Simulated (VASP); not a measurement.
# Cd3HgSe4 (P-4m2) in VASP: notebook, part 2 of 2

VASP 6.6.1.

### 4 Single point, PBEsol

This run uses another cell than the first one, of 29.96 Å³/atom.

The input, INCAR:

```
SYSTEM = Cd3HgSe4
  PREC = Accurate
  ENCUT = 520
  EDIFF = 1E-6
  ISMEAR = 0
  SIGMA = 0.01
  LREAL = .FALSE.
  LASPH = .TRUE.
  NELM = 80
  ALGO = Normal
  ISIF = 2
  LWAVE = .FALSE.
  LCHARG = .FALSE.
  GGA = PS
  NBANDS = 46
```

The input, KPOINTS:

```
Automatic mesh
0
G
  8 8 4
  0 0 0
```

The input, POSCAR:

```
Cd3HgSe4
1.0
    4.3977402514      0.0000000000      0.0000000000
    0.0000000000      4.3977402514      0.0000000000
    0.0000000000      0.0000000000     12.3927200483
Cd Hg Se
3 1 4
Direct
    0.0000000000      0.0000000000      0.7486142063
    0.0000000000      0.0000000000      0.2513857937
    0.5000000000      0.5000000000      0.5000000000
    0.5000000000      0.5000000000      0.0000000000
    0.5000000000      0.0000000000      0.8726469967
    0.0000000000      0.5000000000      0.1273530033
    0.5000000000      0.0000000000      0.3756999390
    0.0000000000      0.5000000000      0.6243000610
```

Potentials or basis: VASP PAW PBE potentials, release 64 (Cd, Hg, Se).

Started as:

```sh
$ cat potpaw_PBE.64/Cd/POTCAR potpaw_PBE.64/Hg/POTCAR potpaw_PBE.64/Se/POTCAR > POTCAR
$ mpirun -np 1 vasp_std > vasp.out
```

OUTCAR:

```text
SYSTEM = Cd3HgSe4
   PREC = Accurate
   ENCUT = 520
   EDIFF = 1E-6
   ISMEAR = 0
   LREAL = .FALSE.
   LASPH = .TRUE.
   NELM = 80
   ISIF = 2
   GGA = PS

 ion  position               nearest neighbor table
   1  0.000  0.000  0.749-   5 2.68   5 2.68   8 2.68   8 2.68
   2  0.000  0.000  0.251-   6 2.68   6 2.68   7 2.68   7 2.68
   3  0.500  0.500  0.500-   7 2.68   8 2.68   7 2.68   8 2.68
   4  0.500  0.500  0.000-   5 2.71   6 2.71   5 2.71   6 2.71
   5  0.500  0.000  0.873-   1 2.68   1 2.68   4 2.71   4 2.71
   6  0.000  0.500  0.127-   2 2.68   2 2.68   4 2.71   4 2.71
   7  0.500  0.000  0.376-   3 2.68   3 2.68   2 2.68   2 2.68
   8  0.000  0.500  0.624-   3 2.68   3 2.68   1 2.68   1 2.68

  LATTYP: Found a simple tetragonal cell.
 ALAT       =     4.3977402514
 C/A-ratio  =     2.8179745369

  Lattice vectors:

 A1 = (   4.3977402514,   0.0000000000,   0.0000000000)
 A2 = (   0.0000000000,   4.3977402514,   0.0000000000)
 A3 = (   0.0000000000,   0.0000000000,  12.3927200483)

Analysis of symmetry for initial positions (statically):
=====================================================================
 Subroutine PRICEL returns:
 Original cell was already a primitive cell.

 Routine SETGRP: Setting up the symmetry group for a
 simple tetragonal supercell.

 Subroutine GETGRP returns: Found  8 space group operations
 (whereof  8 operations were pure point group operations)
 out of a pool of 16 trial point group operations.

The static configuration has the point symmetry D_2d.

Analysis of symmetry for dynamics (positions and initial velocities):
=====================================================================
 Subroutine PRICEL returns:
 Original cell was already a primitive cell.

 Routine SETGRP: Setting up the symmetry group for a
 simple tetragonal supercell.

[... 138 lines left out ...]
  Fermi-wavevector in a.u.,A,eV,Ry     =   1.096420  2.071934 16.356073  1.202137
  Thomas-Fermi vector in A             =   2.232762
   LORBIT       =      0    0 simple, 1 ext, 2 COOP (PROOUT), +10 PAW based schemes
   GGA     = PS    functional components
   LHFCALC =     F    Hartree Fock is set to
   AEXX    =    0.0000 exact exchange contribution
   IVDW    =     0    specifies the selected vdW correction
   LEPSILON=     F    determine dielectric tensor
   LRPA    =     F    only Hartree local field effects (RPA)
 non-spin polarized calculation
 Gauss-broadening in eV      SIGMA  =   0.01
  energy-cutoff  :      520.00
  volume of cell :      239.68
 maximum number of plane-waves:      6504
 NGX is ok and might be reduce to    36
   NGX = 17   NGY = 17   NGZ = 47

 number of electron      71.9999998 magnetization

 Free energy of the ion-electron system (eV)
  ---------------------------------------------------
  ext. energy  EPLUGINS =         0.00000000
  ---------------------------------------------------
  free energy    TOTEN  =       -23.23438620 eV

  energy without entropy =      -23.23433567  energy(sigma->0) =      -23.23436093

 E-fermi :   0.5161     XC(G=0):  -8.8514

 val. band max:        0.5156118574   @ k =   0.0000   0.0000   0.0000
 cond. band min:       1.2311127913   @ k =   0.0000   0.0000   0.2500
 fundamental gap:      0.7155009339
 Fermi energy:         0.5161396839

 k-point     1 :       0.0000    0.0000    0.0000
  band No.  band energies     occupation
      1     -11.9917      2.00000
      2     -11.7495      2.00000
      3     -11.7407      2.00000
      4     -11.5134      2.00000
      5      -7.3097      2.00000
      6      -7.3097      2.00000
[... 1165 lines left out ...]
     45       6.6284      0.00000
     46       6.6337      0.00000

 [... further k-points ...]

------------------------ aborting loop because EDIFF is reached ----------------------------------------

  FORCE on cell =-STRESS in cart. coord.  units (eV):
  Direction    XX          YY          ZZ          XY          YZ          ZX
  --------------------------------------------------------------------------------------
  -------------------------------------------------------------------------------------
  Total       -3.4976839     -3.4976839     -3.4305602      0.0000000      0.0000000     -0.0000000
  in kB      -23.3811221    -23.3811221    -22.9324175      0.0000000      0.0000000     -0.0000000
  external PRESSURE =     -23.2315539 kB  Pullay stress =       0.0000000 kB

 VOLUME and BASIS-vectors are now :
 -----------------------------------------------------------------------------
  energy-cutoff  :      520.00
  volume of cell :      239.68
      direct lattice vectors                 reciprocal lattice vectors
     4.397740251  0.000000000  0.000000000     0.227389510  0.000000000  0.000000000
     0.000000000  4.397740251  0.000000000     0.000000000  0.227389510  0.000000000
     0.000000000  0.000000000 12.392720048     0.000000000  0.000000000  0.080692535

 POSITION                                       TOTAL-FORCE (eV/Angst)
 -----------------------------------------------------------------------------------
      0.00000      0.00000      9.27737        -0.000000      0.000000     -0.000686
      0.00000      0.00000      3.11535        -0.000000      0.000000      0.000686
      2.19887      2.19887      6.19636        -0.000000     -0.000000      0.000000
      2.19887      2.19887      0.00000        -0.000000     -0.000000      0.000000
      2.19887      0.00000     10.81447        -0.000000      0.000000      0.030841
      0.00000      2.19887      1.57825         0.000000      0.000000     -0.030841
      2.19887      0.00000      4.65594        -0.000000      0.000000     -0.000471
      0.00000      2.19887      7.73678        -0.000000      0.000000      0.000471
 -----------------------------------------------------------------------------------
    total drift:                                0.000000      0.000000      0.000000

  FREE ENERGIE OF THE ION-ELECTRON SYSTEM (eV)
  ---------------------------------------------------
  free  energy   TOTEN  =       -23.2343861954 eV

  energy  without entropy=      -23.2343356696  energy(sigma->0) =      -23.23436093
```

OSZICAR:

```text
N       E                     dE             d eps       ncg     rms          rms(c)
DAV:   1     0.502882235632E+03    0.50288E+03   -0.33470E+04  4140   0.140E+03
DAV:   2     0.859149088705E+01   -0.49429E+03   -0.47987E+03  4558   0.340E+02
DAV:   3    -0.242896462761E+02   -0.32881E+02   -0.32666E+02  4884   0.846E+01
DAV:   4    -0.246951247441E+02   -0.40548E+00   -0.40484E+00  4628   0.885E+00
DAV:   5    -0.246988658568E+02   -0.37411E-02   -0.37407E-02  4824   0.809E-01    0.111E+01
DAV:   6    -0.232868499924E+02    0.14120E+01   -0.30224E+00  5064   0.137E+01    0.903E+00
DAV:   7    -0.232498142622E+02    0.37036E-01   -0.12201E+00  4530   0.429E+00    0.383E+00
DAV:   8    -0.232365353655E+02    0.13279E-01   -0.17420E-01  4524   0.312E+00    0.643E-01
DAV:   9    -0.232343194825E+02    0.22159E-02   -0.25539E-02  4558   0.142E+00    0.195E-01
DAV:  10    -0.232342831201E+02    0.36362E-04   -0.13753E-03  4536   0.282E-01    0.778E-02
DAV:  11    -0.232344423912E+02   -0.15927E-03   -0.85987E-04  4802   0.171E-01    0.457E-02
DAV:  12    -0.232343868657E+02    0.55526E-04   -0.18311E-04  4590   0.919E-02    0.216E-02
DAV:  13    -0.232343853114E+02    0.15543E-05   -0.29839E-05  4566   0.190E-02    0.106E-02
DAV:  14    -0.232343863817E+02   -0.10703E-05   -0.17433E-06  3390   0.683E-03    0.682E-03
DAV:  15    -0.232343861954E+02    0.18635E-06   -0.14784E-06  3038   0.617E-03
   1 F= -.23234386E+02 E0= -.23234361E+02  d E =-.505258E-04
```

It took 4 min on 1 thread of Intel Xeon 6975P-C (Granite Rapids), shared host; peak memory 0.62 GiB.

Results:

| Property | Result |
| --- | --- |
| Free energy | -23.2344 eV |
| Pressure | -2.3 GPa |
| Largest force | 0.031 eV/Å |
| Band gap on the k mesh | zero (filled and empty bands touch) |

Forces in eV/Å, atoms in the order of the input:
```
Cd   0.000  0.000 -0.001
Cd   0.000  0.000  0.001
Cd   0.000  0.000  0.000
Hg   0.000  0.000  0.000
Se   0.000  0.000  0.031
Se   0.000  0.000 -0.031
Se   0.000  0.000  0.000
Se   0.000  0.000  0.000
```

Caveat: semilocal functionals underestimate gaps, so a narrow gap can read as zero; the PAW data sets were made with another functional, which shifts forces and pressure a little; spin-orbit coupling is left out, which moves the levels of the heavy elements.

### 5 Relaxation of cell and atoms, PBE

The input, INCAR:

```
SYSTEM = Cd3HgSe4
PREC = Accurate ; ENCUT = 600
EDIFF = 1E-6 ; ISMEAR = 0
SIGMA = 0.1 ; LREAL = .FALSE.
LASPH = .TRUE. ; NELM = 80
ALGO = Normal ; ISIF = 3
LWAVE = .FALSE. ; LCHARG = .FALSE.
GGA = PE ; IBRION = 2
NSW = 90 ; EDIFFG = -0.04
```

The input, KPOINTS:

```
regular mesh
0
G
  4 4 2
  0 0 0
```

The input, POSCAR:

```
Cd3HgSe4
1.0
    4.2166723600      0.0000000000      0.0000000000
    0.0000000000      4.2166723600      0.0000000000
    0.0000000000      0.0000000000     11.9265504700
Cd Hg Se
3 1 4
Direct
    0.0000000000      0.0000000000      0.7500000000
    0.0000000000      0.0000000000      0.2500000000
    0.5000000000      0.5000000000      0.5000000000
    0.5000000000      0.5000000000      0.0000000000
    0.5000000000      0.0000000000      0.8750000000
    0.0000000000      0.5000000000      0.1250000000
    0.5000000000      0.0000000000      0.3750000000
    0.0000000000      0.5000000000      0.6250000000
```

Started as:

```sh
$ cat potpaw_PBE.64/Cd/POTCAR potpaw_PBE.64/Hg/POTCAR potpaw_PBE.64/Se/POTCAR > POTCAR
$ mpirun -np 1 vasp_std > vasp.out
```

Run time: 5.5 min. Hardware: 1 thread of Intel Xeon 6975P-C (Granite Rapids), shared host; peak memory 0.45 GiB.

It converged, with:

```
Free energy                           : -20.4886 eV
Relaxed volume                        : 30.13 Å³/atom
Relaxed cell                          : a = 4.415 Å, b = 4.415 Å, c = 12.365 Å, α = 90.00°, β = 90.00°, γ = 90.00°
Space group after relaxing (to 0.1 Å) : P-4m2 (No. 115)
Energy gained by relaxing             : 78.9 meV/atom
Ionic steps                           : 8
Pressure after relaxing               : 0.1 GPa
Largest force after relaxing          : 0.025 eV/Å
Band gap on the k mesh                : 0.07 eV
```

Forces on the atoms (eV/Å):
```
Cd   0.000  0.000 -0.025
Cd   0.000  0.000  0.025
Cd   0.000  0.000  0.000
Hg   0.000  0.000  0.000
Se   0.000  0.000  0.011
Se   0.000  0.000 -0.011
Se   0.000  0.000  0.023
Se   0.000  0.000 -0.023
```

The path:
```
step  energy change (eV)  largest force (eV/Å)  pressure (GPa)  volume (Å³)
   1              0.0000                0.2457            7.75       212.06
   2             -0.5499                0.0608           -1.93       253.88
   3             -0.6282                0.0940            0.03       241.26
   4             -0.6281                0.0920           -0.08       241.87
   5             -0.6291                0.0652           -0.08       241.85
   6             -0.6306                0.0457           -0.06       241.76
   7             -0.6307                0.0483           -0.06       241.75
   8             -0.6312                0.0252            0.06       241.07
```

Final structure:
```xyz
8
Lattice="4.4154 0.0000 0.0000 0.0000 4.4154 0.0000 0.0000 0.0000 12.3654" Properties=species:S:1:pos:R:3 pbc="T T T"
Cd    4.4154    0.0000    9.2645
Cd    0.0000    4.4154    3.1009
Cd    2.2077    2.2077    6.1827
Hg    2.2077    2.2077    0.0000
Se    2.2077    0.0000   10.7917
Se    0.0000    2.2077    1.5738
Se    2.2077    0.0000    4.6392
Se    0.0000    2.2077    7.7262
```

Levels at points of the mesh, in eV from the valence-band top:
```tsv
k point	band 34	band 35	band 36	band 37	band 38	band 39
(0.00, 0.00, 0.00)	0.00	0.00	0.00	0.07	2.70	2.99
(0.50, 0.00, 0.00)	-0.73	-0.67	-0.55	1.65	2.21	3.16
(0.50, 0.50, 0.00)	-1.73	-1.73	-1.68	2.99	3.22	3.22
(0.00, 0.00, 0.50)	-0.43	-0.22	-0.22	1.36	1.71	3.29
(0.50, 0.00, 0.50)	-0.82	-0.80	-0.55	2.03	2.79	2.80
(0.50, 0.50, 0.50)	-1.89	-1.83	-1.83	3.18	3.84	3.84
```

Caveat: spin-orbit coupling is left out, which moves the levels of the heavy elements.

### 6 Overview

```csv
task,level,cell,k mesh,cutoff (eV),smearing,gap on the mesh (eV),pressure (GPa),largest force (eV/Å)
single point,PBE,"a = 4.217, b = 4.217, c = 11.927 Å, 8 atoms, atomic positions A",4 × 4 × 2,520,gaussian 0.1 eV,0.29,7.8,0.25
single point,PBE,"a = 4.412, b = 4.412, c = 12.379 Å, 8 atoms, atomic positions B",4 × 4 × 2,520,gaussian 0.1 eV,0.07,0.1,0.01
single point,PBEsol,"a = 4.398, b = 4.398, c = 12.393 Å, 8 atoms, atomic positions B",8 × 8 × 4,520,gaussian 0.01 eV,none,-2.3,0.03
relaxation of cell and atoms,PBE,"relaxed from a = 4.217, b = 4.217, c = 11.927 Å, 8 atoms, atomic positions A",4 × 4 × 2,600,gaussian 0.1 eV,0.07,0.1,0.03
```

Alike in all rows: potentials or basis VASP PAW PBE potentials, release 64 (Cd, Hg, Se); no spin polarisation.

Caveats: spin-orbit coupling is left out, which moves the levels of the heavy elements; the cell stands under pressure (at least some runs); semilocal functionals underestimate gaps, so a narrow gap can read as zero (at least some runs); the PAW data sets were made with another functional, which shifts forces and pressure a little (at least some runs).

Absolute energies hang on the potentials; compare differences alone.
